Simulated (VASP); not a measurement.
# TaN (TaN (P-62m)) (P-62m) in VASP: relaxation of cell and atoms with PBEsol

Aim: the relaxation of cell and atoms of TaN (TaN (P-62m)) with PBEsol.

Program: VASP 6.6.1. These are calculated values, not measurements. Logs are shortened: lines on timing, memory, paths and dates and some standing lists are left out, and cuts for length are marked.

**1. The cell of the first run**

Symmetry: P-62m, No. 189, hexagonal system. The conventional cell has a = 5.208 Å, b = 5.208 Å, c = 2.915 Å, α = 90.00°, β = 90.00°, γ = 120.00°. Within 2.7 Å of Ta (site symmetry -62m) lie 3 N at 2.04 Å. Within 2.9 Å of Ta (site symmetry -6) lie 6 N at 2.17 Å. Within 2.7 Å of N (site symmetry m2m) lie 5 Ta at 2.04 to 2.17 Å.

**2. Relaxation of cell and atoms, PBEsol**

File INCAR:

```
SYSTEM = TaN
PREC = Accurate
ENCUT = 600
EDIFF = 1E-6
ISMEAR = 1
SIGMA = 0.1
LREAL = .FALSE.
LASPH = .TRUE.
NELM = 80
ALGO = Normal
ISIF = 3
LWAVE = .FALSE.
LCHARG = .FALSE.
GGA = PS
IBRION = 2
NSW = 80
EDIFFG = -0.005
```

File KPOINTS:

```
Automatic mesh
0
G
  9 9 13
  0 0 0
```

File POSCAR:

```
TaN
1.0
    5.2084955000      0.0000000000      0.0000000000
   -2.6042477000      4.5106894000      0.0000000000
    0.0000000000      0.0000000000      2.9147478000
Ta N
3 3
Direct
    0.0000000000      0.0000000000      0.0000000000
    0.3333333300      0.6666666700      0.5000000000
    0.6666666700      0.3333333300      0.5000000000
    0.3923921700      0.0000000000      0.0000000000
    0.6076078300      0.6076078300      0.0000000000
    0.0000000000      0.3923921700      0.0000000000
```

Potentials or basis: VASP PAW PBE potentials, release 64 (Ta_pv, N).

Command:

```console
$ cat potpaw_PBE.64/Ta_pv/POTCAR potpaw_PBE.64/N/POTCAR > POTCAR
$ mpirun -np 1 vasp_std > vasp.out
```

OUTCAR:

```text
SYSTEM = TaN
   PREC = Accurate
   ENCUT = 600
   EDIFF = 1E-6
   ISMEAR = 1
   LREAL = .FALSE.
   LASPH = .TRUE.
   NELM = 80
   ISIF = 3
   GGA = PS
   IBRION = 2
   NSW = 80
   EDIFFG = -0.005

 ion  position               nearest neighbor table
   1  0.000  0.000  0.000-   6 2.04   4 2.04   5 2.04   3 3.34   2 3.34   2 3.34   3 3.34   2 3.34
                             2 3.34   3 3.34   3 3.34   3 3.34   3 3.34   2 3.34   2 3.34
   2  0.333  0.667  0.500-   4 2.17   4 2.17   6 2.17   6 2.17   5 2.17   5 2.17   3 3.01   3 3.01
                             3 3.01   1 3.34   1 3.34   1 3.34   1 3.34   1 3.34   1 3.34
   3  0.667  0.333  0.500-   6 2.17   6 2.17   4 2.17   4 2.17   5 2.17   5 2.17   2 3.01   2 3.01
                             2 3.01   1 3.34   1 3.34   1 3.34   1 3.34   1 3.34   1 3.34
   4  0.392  0.000  0.000-   1 2.04   2 2.17   2 2.17   3 2.17   3 2.17
   5  0.608  0.608  0.000-   1 2.04   3 2.17   3 2.17   2 2.17   2 2.17
   6  0.000  0.392  0.000-   1 2.04   3 2.17   3 2.17   2 2.17   2 2.17

  LATTYP: Found a hexagonal cell.
 ALAT       =     5.2084955000
 C/A-ratio  =     0.5596141535

  Lattice vectors:

 A1 = (   5.2084955000,   0.0000000000,   0.0000000000)
 A2 = (  -2.6042477000,   4.5106894000,   0.0000000000)
 A3 = (   0.0000000000,   0.0000000000,   2.9147478000)

Analysis of symmetry for initial positions (statically):
=====================================================================
 Subroutine PRICEL returns:
 Original cell was already a primitive cell.

 Routine SETGRP: Setting up the symmetry group for a
 hexagonal supercell.

 Subroutine GETGRP returns: Found 12 space group operations
 (whereof 12 operations were pure point group operations)
 out of a pool of 24 trial point group operations.

The static configuration has the point symmetry D_3h.

Analysis of symmetry for dynamics (positions and initial velocities):
=====================================================================
 Subroutine PRICEL returns:
 Original cell was already a primitive cell.

 Routine SETGRP: Setting up the symmetry group for a
 hexagonal supercell.

 Subroutine GETGRP returns: Found 12 space group operations
 (whereof 12 operations were pure point group operations)
 out of a pool of 24 trial point group operations.

The dynamic configuration has the point symmetry D_3h.

 Subroutine INISYM returns: Found 12 space group operations
 (whereof 12 operations are pure point group operations),
 and found     1 'primitive' translations

----------------------------------------------------------------------------------------

                                     Primitive cell

  volume of cell :      68.4788

  direct lattice vectors                    reciprocal lattice vectors
     5.208495500  0.000000000  0.000000000     0.191994022  0.110847799  0.000000000
    -2.604247700  4.510689400  0.000000000     0.000000000  0.221695602  0.000000000
     0.000000000  0.000000000  2.914747800     0.000000000  0.000000000  0.343082856

  length of vectors
     5.208495500  5.208495459  2.914747800     0.221695600  0.221695602  0.343082856

  position of ions in fractional coordinates (direct lattice)
     0.000000000  0.000000000  0.000000000
     0.333333330  0.666666670  0.500000000
     0.666666670  0.333333330  0.500000000
     0.392392170  0.000000000  0.000000000
     0.607607830  0.607607830  0.000000000
     0.000000000  0.392392170  0.000000000

  ion indices of the primitive-cell ions
   primitive index   ion index
                 1           1
                 2           2
                 3           3
                 4           4
                 5           5
                 6           6

----------------------------------------------------------------------------------------

 KPOINTS: Automatic mesh

Automatic generation of k-mesh.
 Grid dimensions read from file:
 generate k-points for:    9    9   13

 Generating k-lattice:

  Cartesian coordinates                     Fractional coordinates (reciprocal lattice)
     0.021332669  0.012316422  0.000000000     0.111111111  0.000000000  0.000000000
     0.000000000  0.024632845  0.000000000     0.000000000  0.111111111  0.000000000
     0.000000000  0.000000000  0.026390989     0.000000000  0.000000000  0.076923077

  Length of vectors
     0.024632844  0.024632845  0.026390989

  Shift w.r.t. Gamma in fractional coordinates (k-lattice)
     0.000000000  0.000000000  0.000000000

 Subroutine IBZKPT returns following result:
 ===========================================

 Found     84 irreducible k-points:

 Following reciprocal coordinates:
            Coordinates               Weight
  0.000000  0.000000  0.000000      1.000000
  0.111111  0.000000  0.000000      6.000000
  0.222222  0.000000  0.000000      6.000000
  0.333333  0.000000  0.000000      6.000000
  0.444444  0.000000  0.000000      6.000000
  0.111111  0.111111  0.000000      6.000000
[... 16 lines left out ...]
  0.333333  0.222222  0.076923     24.000000
  0.333333  0.333333  0.076923      4.000000
 [... further k-points ...]
   k-points           NKPTS =     84   k-points in BZ     NKDIM =     84   number of bands    NBANDS=     28
   number of dos      NEDOS =    301   number of ions     NIONS =      6
   total plane-waves  NPLWV =  42336
   dimension x,y,z NGX =    42 NGY =   42 NGZ =   24
   dimension x,y,z NGXF=    84 NGYF=   84 NGZF=   48
   ions per type =               3   3
   NGX,Y,Z   is equivalent  to a cutoff of  13.41, 13.41, 13.69 a.u.
   NGXF,Y,Z  is equivalent  to a cutoff of  26.81, 26.81, 27.38 a.u.
 SYSTEM =  TaN
   PREC   = accura    normal or accurate (medium, high low for compatibility)
   ISTART =      0    job   : 0-new  1-cont  2-samecut
   ICHARG =      2    charge: 1-file 2-atom 10-const
   ISPIN  =      1    spin polarized calculation?
   LNONCOLLINEAR =      F non collinear calculations
   LSORBIT =      F    spin-orbit coupling
   LASPH  =      T    aspherical Exc in radial PAW
   ENCUT  =  600.0 eV  44.10 Ry    6.64 a.u.  10.40 10.40  5.82*2*pi/ulx,y,z
   NELM   =     80;   NELMIN=  2; NELMDL= -5     # of ELM steps
   EDIFF  = 0.1E-05   stopping-criterion for ELM
   LREAL  =      F    real-space projection
   EDIFFG = -.5E-02   stopping-criterion for IOM
   NSW    =     80    number of steps for IOM
   IBRION =      2    ionic relax: 0-MD 1-quasi-New 2-CG
   NFREE  =      1    steps in history (QN), initial steepest desc. (CG)
   ISIF   =      3    stress and relaxation
   ISYM   =      2    0-nonsym 1-usesym 2-fastsym
   POTIM  = 0.5000    time-step for ionic-motion
   TEBEG  =    0.0;   TEEND  =   0.0 temperature during run
   PSTRESS=    0.0 pullay stress
   NELECT =      48.0000    total number of electrons
   NUPDOWN=      -1.0000    fix difference up-down
   EMIN   =  10.00;   EMAX   =-10.00  energy-range for DOS
   EFERMI =   0.00;   METHOD = LEGACY
   ISMEAR =     1;   SIGMA  =   0.10  broadening in eV -4-tet -1-fermi 0-gaus
   EFERMI_NEDOS =   21; number of points for ismear=-14 and -15
   IALGO  =     38    algorithm
   IMIX   =      4    mixing-type and parameters
     AMIX     =   0.40;   BMIX     =  1.00
     AMIX_MAG =   1.60;   BMIX_MAG =  1.00
  volume/ion in A,a.u.               =      11.41        77.02
  Fermi-wavevector in a.u.,A,eV,Ry     =   1.454241  2.748118 28.773847  2.114818
  Thomas-Fermi vector in A             =   2.571415
   LORBIT       =      0    0 simple, 1 ext, 2 COOP (PROOUT), +10 PAW based schemes
   GGA     = PS    functional components
   LHFCALC =     F    Hartree Fock is set to
   AEXX    =    0.0000 exact exchange contribution
   IVDW    =     0    specifies the selected vdW correction
   LEPSILON=     F    determine dielectric tensor
   LRPA    =     F    only Hartree local field effects (RPA)
 conjugate gradient relaxation of ions
 non-spin polarized calculation
 Methfessel and Paxton  Order N= 1 SIGMA  =   0.10
  energy-cutoff  :      600.00
  volume of cell :       68.48
 maximum number of plane-waves:      2323
 NGX is ok and might be reduce to    42
   NGX = 21   NGY = 21   NGZ = 11

--------------------------------------- Ionic step        1  -------------------------------------------

 number of electron      48.0000002 magnetization

 Free energy of the ion-electron system (eV)
  ---------------------------------------------------
  ext. energy  EPLUGINS =         0.00000000
  ---------------------------------------------------
  free energy    TOTEN  =       -71.44386536 eV

  energy without entropy =      -71.44332968  energy(sigma->0) =      -71.44368680

------------------------ aborting loop because EDIFF is reached ----------------------------------------

  FORCE on cell =-STRESS in cart. coord.  units (eV):
  Direction    XX          YY          ZZ          XY          YZ          ZX
  --------------------------------------------------------------------------------------
  -------------------------------------------------------------------------------------
  Total       -1.9514684     -1.9514684     -2.4079933     -0.0000000     -0.0000000      0.0000000
  in kB      -45.6578965    -45.6578961    -56.3390674     -0.0000005     -0.0000000      0.0000000
  external PRESSURE =     -49.2182866 kB  Pullay stress =       0.0000000 kB
[... 101 lines left out ...]
  FREE ENERGIE OF THE ION-ELECTRON SYSTEM (eV)
  ---------------------------------------------------
  free  energy   TOTEN  =       -71.4601498335 eV

  energy  without entropy=      -71.4596166625  energy(sigma->0) =      -71.45997211

[... ionic steps 4 to 7 ...]

--------------------------------------- Ionic step        8  -------------------------------------------

 number of electron      48.0000002 magnetization

------------------------ aborting loop because EDIFF is reached ----------------------------------------
[... 75 lines left out ...]
--------------------------------------- Ionic step       10  -------------------------------------------

 number of electron      48.0000002 magnetization

 Free energy of the ion-electron system (eV)
  ---------------------------------------------------
  ext. energy  EPLUGINS =         0.00000000
  ---------------------------------------------------
  free energy    TOTEN  =       -71.46071815 eV

  energy without entropy =      -71.46018240  energy(sigma->0) =      -71.46053957

 E-fermi :   8.3418     XC(G=0): -13.2115

 val. band max:        8.3296608919   @ k =   0.1111   0.0000   0.2308
 cond. band min:       8.3458229721   @ k =   0.1111   0.1111   0.0769
 fundamental gap:      0.0161620802
 Fermi energy:         8.3417755113

 k-point     1 :       0.0000    0.0000    0.0000
  band No.  band energies     occupation
      1     -27.8993      2.00000
      2     -27.8993      2.00000
      3     -27.5373      2.00000
      4     -27.5373      2.00000
      5     -27.3464      2.00000
      6     -27.2345      2.00000
[... 733 lines left out ...]
     27       9.9456     -0.00000
     28      10.1551     -0.00000

 [... further k-points ...]
[... 5 lines left out ...]
  --------------------------------------------------------------------------------------
  -------------------------------------------------------------------------------------
  Total        0.0066674      0.0066674      0.0003107      0.0000000      0.0000000      0.0000000
  in kB        0.1584332      0.1584332      0.0073823      0.0000000      0.0000000      0.0000000
  external PRESSURE =       0.1080829 kB  Pullay stress =       0.0000000 kB
[... 21 lines left out ...]
  FREE ENERGIE OF THE ION-ELECTRON SYSTEM (eV)
  ---------------------------------------------------
  free  energy   TOTEN  =       -71.4607181527 eV

  energy  without entropy=      -71.4601823998  energy(sigma->0) =      -71.46053957

 reached required accuracy - stopping structural energy minimisation
```

It took 8.1 min on 1 thread of Intel Xeon Platinum 8488C (Sapphire Rapids), shared host; peak memory 0.31 GiB.

Results:

| Quantity | Value |
| --- | --- |
| Free energy | -71.4607 eV |
| Relaxed volume | 11.24 Å³/atom |
| Relaxed cell | a = 5.183 Å, b = 5.183 Å, c = 2.898 Å, α = 90.00°, β = 90.00°, γ = 120.00° |
| Space group after relaxing (to 0.05 Å) | P-62m (No. 189) |
| Energy gained by relaxing | 2.8 meV/atom |
| Ionic steps | 10 |
| Pressure after relaxing | 0.0 GPa |
| Band gap on the k mesh | zero (band 24 reaches 10.19 eV, above the bottom of band 25 at 7.04 eV) |

Step by step:
```tsv
step	energy change (eV)	largest force (eV/Å)	pressure (GPa)	volume (Å³)
1	0.0000	0.0368	-4.92	68.48
2	0.0785	0.2046	13.11	65.06
3	-0.0163	0.0869	-0.10	67.46
4	-0.0163	0.0877	0.09	67.43
5	-0.0168	0.0101	0.05	67.42
6	-0.0168	0.0075	0.05	67.42
7	-0.0168	0.0012	-0.12	67.45
8	-0.0168	0.0015	-0.06	67.44
9	-0.0168	0.0017	0.08	67.41
10	-0.0169	0.0017	0.01	67.42
```

Final structure:
```yaml
crystal:
  lattice:
    - [5.18341, 0.00000, 0.00000]
    - [-2.59171, 4.48897, 0.00000]
    - [0.00000, 0.00000, 2.89773]
  atoms:
    - { symbol: Ta, position: [0.00000, 0.00000, 0.00000] }
    - { symbol: Ta, position: [0.33333, 0.66667, 0.50000] }
    - { symbol: Ta, position: [0.66667, 0.33333, 0.50000] }
    - { symbol: N, position: [0.39332, 0.00000, 0.00000] }
    - { symbol: N, position: [0.60668, 0.60668, 0.00000] }
    - { symbol: N, position: [0.00000, 0.39332, 0.00000] }
```

Levels at points of the mesh, in eV from the Fermi level:
```
           k point  band 22  band 23  band 24  band 25  band 26  band 27
(0.00, 0.00, 0.00)    -3.38    -2.02    -1.00    -1.00     0.52     0.52
```

Caveat: the PAW data sets were made with another functional, which shifts forces and pressure a little; spin-orbit coupling is left out, which moves the levels of the heavy elements.
